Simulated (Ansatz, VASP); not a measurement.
**Two plane-wave programs on TlCuI3**

```xyz
5
Lattice="5.4750 0.0000 0.0000 0.0000 5.4750 0.0000 0.0000 0.0000 5.4750" Properties=species:S:1:pos:R:3 pbc="T T T"
Tl    2.7375    2.7375    2.7375
Cu    0.0000    0.0000    0.0000
I     2.7375    0.0000    0.0000
I     0.0000    2.7375    0.0000
I     0.0000    0.0000    2.7375
```

Alike in both runs: task single point; functional PBE; k mesh 4 × 4 × 4; occupations gaussian, width 0.1 eV; collinear spin.

|  | VASP | Ansatz |
| --- | --- | --- |
| version | VASP 6.6.1 | Ansatz 0.2.0 |
| potentials or method | VASP PAW PBE potentials, release 64 (Tl_d, Cu, I), cutoff 520 eV | scalar-relativistic, plane waves, PAW |
| valence electrons in the cell | 45 | 83 |

|  | VASP | Ansatz | Ansatz less VASP |
| --- | --- | --- | --- |
| gap on the k mesh at the Fermi level (eV) | none | none | - |
| pressure (GPa) | 1.3 | 1.3 | 0.00 |
| net moment per atom (μB) | 0.00 | 0.00 | 0.000 |

A gap of «none» marks a metal or a gap that the smearing closes. VASP's potentials hold 45 valence electrons a cell and Ansatz's 83, so a difference there can come from the potentials and not from the codes. Ansatz's warnings: seeded moment not kept.

Spin-orbit coupling is off throughout.
